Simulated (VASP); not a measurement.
# Ag (I4/mmm) in VASP: a series of runs, part 2 of 2

VASP 6.6.1. Earlier steps stand in the parts before.

**3. Single point, PBEsol (strain +0.025 along x and y, -0.025 along z)**

INCAR reads:

```
ALGO = Fast
EDIFF = 1E-6
ENCUT = 520
GGA = PS
ISIF = 2
ISMEAR = 0
LASPH = True
LCHARG = False
LREAL = False
LWAVE = False
NBANDS = 12
NELM = 100
PREC = Accurate
SIGMA = 0.15
```

KPOINTS reads:

```
k-points
0
Gamma
  20 20 20
```

POSCAR reads:

```
Ag
1.0
   -1.6970453500      1.6970453500      1.6142626500
    1.6970453500     -1.6970453500      1.6142626500
    1.6970453500      1.6970453500     -1.6142626500
Ag
1
Direct
    0.0000000000      0.0000000000      0.0000000000
```

Potentials or basis: VASP PAW PBE potentials, release 64 (Ag).

Launch:

```console
$ cat potpaw_PBE.64/Ag/POTCAR > POTCAR
$ mpirun -np 1 vasp_std > vasp.out
```

OUTCAR:

```text
EDIFF = 1E-6
   ENCUT = 520
   GGA = PS
   ISIF = 2
   ISMEAR = 0
   LASPH = True
   LREAL = False
   NELM = 100
   PREC = Accurate

 ion  position               nearest neighbor table
   1  0.000  0.000  0.000-

  LATTYP: Found a body centered tetragonal cell.
 ALAT       =     3.3940907000
 C/A-ratio  =     0.9512195122

  Lattice vectors:

 A1 = (  -1.6970453500,   1.6970453500,   1.6142626500)
 A2 = (   1.6970453500,  -1.6970453500,   1.6142626500)
 A3 = (   1.6970453500,   1.6970453500,  -1.6142626500)

Analysis of symmetry for initial positions (statically):
=====================================================================
 Subroutine PRICEL returns:
 Original cell was already a primitive cell.

 Routine SETGRP: Setting up the symmetry group for a
 body centered tetragonal supercell.

 Subroutine GETGRP returns: Found 16 space group operations
 (whereof 16 operations were pure point group operations)
 out of a pool of 16 trial point group operations.

The static configuration has the point symmetry D_4h.

Analysis of symmetry for dynamics (positions and initial velocities):
=====================================================================
 Subroutine PRICEL returns:
 Original cell was already a primitive cell.

 Routine SETGRP: Setting up the symmetry group for a
 body centered tetragonal supercell.

 Subroutine GETGRP returns: Found 16 space group operations
 (whereof 16 operations were pure point group operations)
 out of a pool of 16 trial point group operations.

The dynamic configuration has the point symmetry D_4h.

 Subroutine INISYM returns: Found 16 space group operations
 (whereof 16 operations are pure point group operations),
 and found     1 'primitive' translations

----------------------------------------------------------------------------------------

                                     Primitive cell

  volume of cell :      18.5961

  direct lattice vectors                    reciprocal lattice vectors
    -1.697045350  1.697045350  1.614262650     0.000000000  0.294629722  0.309738939
     1.697045350 -1.697045350  1.614262650     0.294629722  0.000000000  0.309738939
     1.697045350  1.697045350 -1.614262650     0.294629722  0.294629722  0.000000000

  length of vectors
     2.892364041  2.892364041  2.892364041     0.427486705  0.427486705  0.416669349

  position of ions in fractional coordinates (direct lattice)
     0.000000000  0.000000000  0.000000000

  ion indices of the primitive-cell ions
   primitive index   ion index
                 1           1

----------------------------------------------------------------------------------------

 KPOINTS: k-points

Automatic generation of k-mesh.
 Grid dimensions read from file:
 generate k-points for:   20   20   20

 Generating k-lattice:

  Cartesian coordinates                     Fractional coordinates (reciprocal lattice)
     0.000000000  0.014731486  0.015486947     0.050000000 -0.000000000  0.000000000
     0.014731486  0.000000000  0.015486947    -0.000000000  0.050000000  0.000000000
     0.014731486  0.014731486  0.000000000     0.000000000  0.000000000  0.050000000

  Length of vectors
     0.021374335  0.021374335  0.020833467

  Shift w.r.t. Gamma in fractional coordinates (k-lattice)
     0.000000000  0.000000000  0.000000000

 Subroutine IBZKPT returns following result:
 ===========================================

 Found    641 irreducible k-points:

 Following reciprocal coordinates:
            Coordinates               Weight
  0.000000  0.000000  0.000000      1.000000
  0.050000  0.000000  0.000000      8.000000
  0.100000  0.000000  0.000000      8.000000
  0.150000 -0.000000  0.000000      8.000000
  0.200000  0.000000  0.000000      8.000000
  0.250000  0.000000  0.000000      8.000000
[... 16 lines left out ...]
 -0.400000  0.050000  0.000000     16.000000
 -0.350000  0.050000 -0.000000     16.000000
 [... further k-points ...]
   k-points           NKPTS =    641   k-points in BZ     NKDIM =    641   number of bands    NBANDS=     12
   number of dos      NEDOS =    301   number of ions     NIONS =      1
   total plane-waves  NPLWV =  13824
   dimension x,y,z NGX =    24 NGY =   24 NGZ =   24
   dimension x,y,z NGXF=    48 NGYF=   48 NGZF=   48
   ions per type =               1
   NGX,Y,Z   is equivalent  to a cutoff of  13.79, 13.79, 13.79 a.u.
   NGXF,Y,Z  is equivalent  to a cutoff of  27.59, 27.59, 27.59 a.u.
 SYSTEM =  unknown system
   PREC   = accura    normal or accurate (medium, high low for compatibility)
   ISTART =      0    job   : 0-new  1-cont  2-samecut
   ICHARG =      2    charge: 1-file 2-atom 10-const
   ISPIN  =      1    spin polarized calculation?
   LNONCOLLINEAR =      F non collinear calculations
   LSORBIT =      F    spin-orbit coupling
   LASPH  =      T    aspherical Exc in radial PAW
   ENCUT  =  520.0 eV  38.22 Ry    6.18 a.u.   5.38  5.38  5.38*2*pi/ulx,y,z
   NELM   =    100;   NELMIN=  2; NELMDL= -5     # of ELM steps
   EDIFF  = 0.1E-05   stopping-criterion for ELM
   LREAL  =      F    real-space projection
   EDIFFG = 0.1E-04   stopping-criterion for IOM
   NSW    =      0    number of steps for IOM
   IBRION =     -1    ionic relax: 0-MD 1-quasi-New 2-CG
   NFREE  =      0    steps in history (QN), initial steepest desc. (CG)
   ISIF   =      2    stress and relaxation
   ISYM   =      2    0-nonsym 1-usesym 2-fastsym
   POTIM  = 0.5000    time-step for ionic-motion
   TEBEG  =    0.0;   TEEND  =   0.0 temperature during run
   PSTRESS=    0.0 pullay stress
   NELECT =      11.0000    total number of electrons
   NUPDOWN=      -1.0000    fix difference up-down
   EMIN   =  10.00;   EMAX   =-10.00  energy-range for DOS
   EFERMI =   0.00;   METHOD = LEGACY
   ISMEAR =     0;   SIGMA  =   0.15  broadening in eV -4-tet -1-fermi 0-gaus
   EFERMI_NEDOS =   21; number of points for ismear=-14 and -15
   IALGO  =     68    algorithm
   IMIX   =      4    mixing-type and parameters
     AMIX     =   0.40;   BMIX     =  1.00
     AMIX_MAG =   1.60;   BMIX_MAG =  1.00
  volume/ion in A,a.u.               =      18.60       125.49
  Fermi-wavevector in a.u.,A,eV,Ry     =   1.374249  2.596954 25.695415  1.888560
  Thomas-Fermi vector in A             =   2.499692
   LORBIT       =      0    0 simple, 1 ext, 2 COOP (PROOUT), +10 PAW based schemes
   GGA     = PS    functional components
   LHFCALC =     F    Hartree Fock is set to
   AEXX    =    0.0000 exact exchange contribution
   IVDW    =     0    specifies the selected vdW correction
   LEPSILON=     F    determine dielectric tensor
   LRPA    =     F    only Hartree local field effects (RPA)
 non-spin polarized calculation
 RMM-DIIS sequential band-by-band and
 Gauss-broadening in eV      SIGMA  =   0.15
  energy-cutoff  :      520.00
  volume of cell :       18.60
 maximum number of plane-waves:       517
 NGX is ok and might be reduce to    24
   NGX = 11   NGY = 11   NGZ = 11

 number of electron      11.0000002 magnetization

 Free energy of the ion-electron system (eV)
  ---------------------------------------------------
  ext. energy  EPLUGINS =         0.00000000
  ---------------------------------------------------
  free energy    TOTEN  =        -3.21591345 eV

  energy without entropy =       -3.21220425  energy(sigma->0) =       -3.21405885

 E-fermi :   7.0860     XC(G=0): -11.9006

 val. band max:        7.0853112156   @ k =   0.5000   0.4000   0.0000
 cond. band min:       7.1171269950   @ k =   0.3500   0.1000   0.0500
 fundamental gap:      0.0318157794
 Fermi energy:         7.0860369083

 k-point     1 :       0.0000    0.0000    0.0000
  band No.  band energies     occupation
      1      -0.1192      2.00000
      2       2.3777      2.00000
      3       2.5859      2.00000
      4       2.5859      2.00000
      5       3.5451      2.00000
      6       3.7805      2.00000
      7      24.3911      0.00000
      8      24.3911      0.00000
      9      25.2939      0.00000
     10      29.3630      0.00000
     11      29.3631      0.00000
     12      30.1918      0.00000
[... 331 lines left out ...]
 k-point    24 :      -0.3500    0.0500   -0.0000
  band No.  band energies     occupation
      1       1.4301      2.00000
      2       1.9596      2.00000
      3       3.5389      2.00000
      4       3.6046      2.00000
      5       3.7748      2.00000
      6       4.3944      2.00000
      7      15.8412      0.00000
      8      20.6309      0.00000
      9      21.8393      0.00000
     10      25.6452      0.00000
     11      27.0229      0.00000
     12      30.8609      0.00000

 [... further k-points ...]
[... 5 lines left out ...]
  --------------------------------------------------------------------------------------
  -------------------------------------------------------------------------------------
  Total       -1.0000017     -1.0000017     -1.0869934      0.0000000     -0.0000000      0.0000000
  in kB      -86.1569364    -86.1569364    -93.6518629      0.0000000     -0.0000000      0.0000000
  external PRESSURE =     -88.6552452 kB  Pullay stress =       0.0000000 kB

 VOLUME and BASIS-vectors are now :
 -----------------------------------------------------------------------------
  energy-cutoff  :      520.00
  volume of cell :       18.60
      direct lattice vectors                 reciprocal lattice vectors
    -1.697045350  1.697045350  1.614262650     0.000000000  0.294629722  0.309738939
     1.697045350 -1.697045350  1.614262650     0.294629722  0.000000000  0.309738939
     1.697045350  1.697045350 -1.614262650     0.294629722  0.294629722  0.000000000

 POSITION                                       TOTAL-FORCE (eV/Angst)
 -----------------------------------------------------------------------------------
      0.00000      0.00000      0.00000         0.000000     -0.000000      0.000000
 -----------------------------------------------------------------------------------
    total drift:                               -0.000000      0.000000      0.000000

  FREE ENERGIE OF THE ION-ELECTRON SYSTEM (eV)
  ---------------------------------------------------
  free  energy   TOTEN  =        -3.2159134520 eV

  energy  without entropy=       -3.2122042499  energy(sigma->0) =       -3.21405885
```

stdout:

```text
POSCAR found type information on POSCAR Ag
 POSCAR found :  1 types and       1 ions
 scaLAPACK will be used
 -----------------------------------------------------------------------------
|                                                                             |
|                                                                             |
|     You enforced a specific xc type in the INCAR file but a different       |
|     I HOPE YOU KNOW WHAT YOU ARE DOING!                                     |
|                                                                             |
 -----------------------------------------------------------------------------

 LDA part: xc-table for (Slater+PW92), standard interpolation
 POSCAR, INCAR and KPOINTS ok, starting setup
 FFT: planning ... GRIDC
 FFT: planning ... GRID_SOFT
 FFT: planning ... GRID
 WAVECAR not read
 entering main loop
```

Wall time 2.2 min (1 thread of AMD EPYC 7R43 (Zen 3), shared host); peak memory 0.22 GiB.

What came out:

```yaml
Free_energy: -3.2159 eV
Pressure: -8.9 GPa
```

Stress tensor (GPa, compression positive):
```
-8.62  0.00  0.00
 0.00 -8.62  0.00
 0.00  0.00 -9.37
```

Levels at points of the mesh, in eV from the Fermi level:
| k point | band 3 | band 4 | band 5 | band 6 | band 7 | band 8 | band 9 | band 10 |
| --- | --- | --- | --- | --- | --- | --- | --- | --- |
| (0.00, 0.00, 0.00) | -4.50 | -4.50 | -3.54 | -3.31 | 17.31 | 17.31 | 18.21 | 22.28 |
| (0.50, 0.00, 0.00) | -3.45 | -3.21 | -2.54 | 0.18 | 3.83 | 12.72 | 13.32 | 18.66 |
| (0.50, 0.50, 0.00) | -3.63 | -3.37 | -2.57 | -0.10 | 3.35 | 13.54 | 14.43 | 19.49 |
| (0.50, 0.50, 0.50) | -2.77 | -2.77 | -2.71 | 6.15 | 6.15 | 7.56 | 11.29 | 12.33 |

Caveat: the cell differs from its parent crystal (strain +0.025 along x and y, -0.025 along z); the PAW data sets were made with another functional, which shifts forces and pressure a little.
